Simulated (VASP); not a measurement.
# NdHf (P4/nmm) in VASP: further runs

Runs on NdHf. Level: PBE. Tasks: relaxation of cell and atoms, relaxation of shape and atoms at fixed volume.

Program: VASP 6.6.1. These are calculated values, not measurements. Logs are shortened: lines on timing, memory, paths and dates and some standing lists are left out, and cuts for length are marked.

### 1 The cell of the first run

Symmetry: P4/nmm, No. 129, tetragonal system. The conventional cell has a = 3.311 Å, b = 3.311 Å, c = 10.246 Å, α = 90.00°, β = 90.00°, γ = 90.00°. Nd (site symmetry 4mm) has 8 Nd at 3.31 to 3.87 Å and 4 Hf at 3.47 Å within 4.4 Å. Within 4.1 Å of Hf (site symmetry 4mm) lie 8 Hf at 3.11 to 3.31 Å and 4 Nd at 3.47 Å.

### 2 Relaxation of cell and atoms, PBE

INCAR

```
SYSTEM = NdHf
ALGO = Normal ; EDIFF = 1E-7
EDIFFG = -0.001 ; ENCUT = 500
GGA = PE ; GGA_COMPAT = .False.
IBRION = 2 ; ISIF = 3
ISMEAR = 0 ; LASPH = .True.
LCHARG = .False. ; LMAXMIX = 6
LREAL = .False. ; LWAVE = .False.
NELM = 200 ; NELMIN = 4
NSW = 80 ; PREC = Accurate
SIGMA = 0.1
```

KPOINTS

```
k-points
0
Gamma
  10 10 4
  0 0 0
```

POSCAR

```
NdHf
1.0
    3.3114572364      0.0000000000      0.0000000000
    0.0000000000      3.3114572364      0.0000000000
    0.0000000000      0.0000000000     10.2460157124
Nd Hf
2 2
Direct
    0.0000000000      0.5000000000      0.1502921724
    0.5000000000      0.0000000000      0.8497078276
    0.0000000000      0.5000000000      0.5996180370
    0.5000000000      0.0000000000      0.4003819630
```

Potentials or basis: VASP PAW PBE potentials, release 64 (Nd_3, Hf_pv), 4f in core.

Started as:

```console
> cat potpaw_PBE.64/Nd_3/POTCAR potpaw_PBE.64/Hf_pv/POTCAR > POTCAR
> mpirun -np 1 vasp_std > vasp.out
```

OUTCAR:

```text
SYSTEM = NdHf
   EDIFF = 1E-7
   EDIFFG = -0.001
   ENCUT = 500
   GGA = PE
   IBRION = 2
   ISIF = 3
   ISMEAR = 0
   LASPH = .True.
   LREAL = .False.
   NELM = 200
   NELMIN = 4
   NSW = 80
   PREC = Accurate

 ion  position               nearest neighbor table
   1  0.000  0.500  0.150-   4 3.47   4 3.47   4 3.47   4 3.47
   2  0.500  0.000  0.850-   3 3.47   3 3.47   3 3.47   3 3.47
   3  0.000  0.500  0.600-   4 3.11   4 3.11   4 3.11   4 3.11   2 3.47   2 3.47   2 3.47   2 3.47

   4  0.500  0.000  0.400-   3 3.11   3 3.11   3 3.11   3 3.11   1 3.47   1 3.47   1 3.47   1 3.47

  LATTYP: Found a simple tetragonal cell.
 ALAT       =     3.3114572364
 C/A-ratio  =     3.0941108343

  Lattice vectors:

 A1 = (   3.3114572364,   0.0000000000,   0.0000000000)
 A2 = (   0.0000000000,   3.3114572364,   0.0000000000)
 A3 = (   0.0000000000,   0.0000000000,  10.2460157124)

Analysis of symmetry for initial positions (statically):
=====================================================================
 Subroutine PRICEL returns:
 Original cell was already a primitive cell.

 Routine SETGRP: Setting up the symmetry group for a
 simple tetragonal supercell.

 Subroutine GETGRP returns: Found 16 space group operations
 (whereof  8 operations were pure point group operations)
 out of a pool of 16 trial point group operations.

The static configuration has the point symmetry D_2d.
 The point group associated with its full space group is D_4h.

Analysis of symmetry for dynamics (positions and initial velocities):
=====================================================================
 Subroutine PRICEL returns:
 Original cell was already a primitive cell.

 Routine SETGRP: Setting up the symmetry group for a
 simple tetragonal supercell.

 Subroutine GETGRP returns: Found 16 space group operations
 (whereof  8 operations were pure point group operations)
 out of a pool of 16 trial point group operations.

The dynamic configuration has the point symmetry D_2d.
 The point group associated with its full space group is D_4h.

 Subroutine INISYM returns: Found 16 space group operations
 (whereof  8 operations are pure point group operations),
 and found     1 'primitive' translations

----------------------------------------------------------------------------------------

                                     Primitive cell

  volume of cell :     112.3552

[... 113 lines left out ...]
  volume/ion in A,a.u.               =      28.09       189.55
  Fermi-wavevector in a.u.,A,eV,Ry     =   1.179307  2.228567 18.922502  1.390765
  Thomas-Fermi vector in A             =   2.315620
   LORBIT       =      0    0 simple, 1 ext, 2 COOP (PROOUT), +10 PAW based schemes
   GGA     = PE    functional components
   LHFCALC =     F    Hartree Fock is set to
   AEXX    =    0.0000 exact exchange contribution
   IVDW    =     0    specifies the selected vdW correction
   LEPSILON=     F    determine dielectric tensor
   LRPA    =     F    only Hartree local field effects (RPA)
 conjugate gradient relaxation of ions
 non-spin polarized calculation
 Gauss-broadening in eV      SIGMA  =   0.10
  energy-cutoff  :      500.00
  volume of cell :      112.36
 maximum number of plane-waves:      2882
   NGX = 13   NGY = 13   NGZ = 37

--------------------------------------- Ionic step        1  -------------------------------------------

 number of electron      42.0000001 magnetization

 Free energy of the ion-electron system (eV)
  ---------------------------------------------------
  ext. energy  EPLUGINS =         0.00000000
  ---------------------------------------------------
  free energy    TOTEN  =       -28.70454809 eV

  energy without entropy =      -28.67119849  energy(sigma->0) =      -28.68787329

------------------------ aborting loop because EDIFF is reached ----------------------------------------

  FORCE on cell =-STRESS in cart. coord.  units (eV):
  Direction    XX          YY          ZZ          XY          YZ          ZX
  --------------------------------------------------------------------------------------
  -------------------------------------------------------------------------------------
  Total        0.0340455      0.0340455      0.1615996      0.0000000      0.0000000      0.0000000
  in kB        0.4854870      0.4854870      2.3043988      0.0000000      0.0000000      0.0000000
  external PRESSURE =       1.0917909 kB  Pullay stress =       0.0000000 kB
[... 95 lines left out ...]
  FREE ENERGIE OF THE ION-ELECTRON SYSTEM (eV)
  ---------------------------------------------------
  free  energy   TOTEN  =       -28.7057333631 eV

  energy  without entropy=      -28.6727227745  energy(sigma->0) =      -28.68922807

[... ionic steps 4 to 9 ...]

--------------------------------------- Ionic step       10  -------------------------------------------

 number of electron      42.0000001 magnetization

------------------------ aborting loop because EDIFF is reached ----------------------------------------
[... 71 lines left out ...]
--------------------------------------- Ionic step       12  -------------------------------------------

 number of electron      42.0000001 magnetization

 Free energy of the ion-electron system (eV)
  ---------------------------------------------------
  ext. energy  EPLUGINS =         0.00000000
  ---------------------------------------------------
  free energy    TOTEN  =       -28.70612558 eV

  energy without entropy =      -28.67311654  energy(sigma->0) =      -28.68962106

 E-fermi :   3.9884     XC(G=0): -10.4088

 val. band max:        3.9817551791   @ k =   0.3000   0.0000   0.0000
 cond. band min:       3.9988669113   @ k =   0.5000   0.0000   0.5000
 fundamental gap:      0.0171117322
 Fermi energy:         3.9884311676

 k-point     1 :       0.0000    0.0000    0.0000
  band No.  band energies     occupation
      1     -33.7308      2.00000
      2     -33.6892      2.00000
      3     -26.8682      2.00000
      4     -26.6507      2.00000
      5     -26.6507      2.00000
      6     -26.4972      2.00000
[... 661 lines left out ...]
     24       4.9153      0.00000
     25       5.1689      0.00000

 [... further k-points ...]

------------------------ aborting loop because EDIFF is reached ----------------------------------------

  FORCE on cell =-STRESS in cart. coord.  units (eV):
  Direction    XX          YY          ZZ          XY          YZ          ZX
  --------------------------------------------------------------------------------------
  -------------------------------------------------------------------------------------
  Total        0.0022832      0.0022832      0.0021762      0.0000000      0.0000000      0.0000000
  in kB        0.0324274      0.0324274      0.0309079      0.0000000      0.0000000      0.0000000
  external PRESSURE =       0.0319209 kB  Pullay stress =       0.0000000 kB
[... 19 lines left out ...]
  FREE ENERGIE OF THE ION-ELECTRON SYSTEM (eV)
  ---------------------------------------------------
  free  energy   TOTEN  =       -28.7061255773 eV

  energy  without entropy=      -28.6731165358  energy(sigma->0) =      -28.68962106

 reached required accuracy - stopping structural energy minimisation
```

OSZICAR:

```text
N       E                     dE             d eps       ncg     rms          rms(c)
DAV:   1     0.274176838929E+03    0.27418E+03   -0.21882E+04  3158   0.154E+03
DAV:   2    -0.125598331494E+02   -0.28674E+03   -0.28420E+03  3646   0.384E+02
DAV:   3    -0.294776735212E+02   -0.16918E+02   -0.16651E+02  5401   0.639E+01
[... 116 lines left out ...]
       N       E                     dE             d eps       ncg     rms          rms(c)
DAV:   1    -0.287061255429E+02   -0.32132E-07   -0.23820E-05  3176   0.317E-02    0.380E-03
DAV:   2    -0.287061255855E+02   -0.42573E-07   -0.10931E-06  3386   0.611E-03    0.952E-04
DAV:   3    -0.287061255827E+02    0.27303E-08   -0.97614E-08  1796   0.121E-03    0.877E-04
DAV:   4    -0.287061255773E+02    0.53983E-08   -0.25956E-08  1632   0.720E-04
  12 F= -.28706126E+02 E0= -.28689621E+02  d E =-.106918E-04
```

Wall time 14 min (1 thread of Intel Xeon Platinum 8488C (Sapphire Rapids), shared host); peak memory 0.33 GiB.

Results:

| Quantity | Value |
| --- | --- |
| Free energy | -28.7061 eV |
| Relaxed volume | 28.20 Å³/atom |
| Relaxed cell | a = 3.307 Å, b = 3.307 Å, c = 10.313 Å, α = 90.00°, β = 90.00°, γ = 90.00° |
| Space group after relaxing (to 0.1 Å) | P4/nmm (No. 129) |
| Energy gained by relaxing | 0.4 meV/atom |
| Ionic steps | 12 |
| Pressure after relaxing | 0.0 GPa |
| Band gap on the k mesh | zero (bands 21 and 22 overlap by 1.40 eV) |

The path:
```
step  energy change (eV)  largest force (eV/Å)  pressure (GPa)  volume (Å³)
   1              0.0000                0.0850            0.11       112.36
   2             -0.0009                0.0597           -0.03       112.67
   3             -0.0012                0.0294           -0.18       113.04
   4             -0.0015                0.0231            0.05       112.70
   5             -0.0015                0.0107            0.00       112.78
   6             -0.0015                0.0076            0.00       112.77
   7             -0.0016                0.0065            0.01       112.75
   8             -0.0016                0.0054           -0.01       112.79
   9             -0.0016                0.0051           -0.02       112.83
  10             -0.0016                0.0037           -0.02       112.82
  11             -0.0016                0.0010            0.00       112.81
  12             -0.0016                0.0007            0.00       112.81
```

Final structure:
```
CELL_PARAMETERS angstrom
3.30735 0.00000 0.00000
0.00000 3.30735 0.00000
0.00000 0.00000 10.31298
ATOMIC_POSITIONS crystal
Nd 0.00000 0.50000 0.15023
Nd 0.50000 0.00000 0.84977
Hf 0.00000 0.50000 0.59839
Hf 0.50000 0.00000 0.40161
```

Caveat: spin-orbit coupling is left out, which moves the levels of the heavy elements; the 4f electrons are frozen in the core, so they carry no moment and show no levels. Spin polarisation is off, so any magnetic state and its effect on volume and gap are missing.

(Continued in part 2 of 2.)
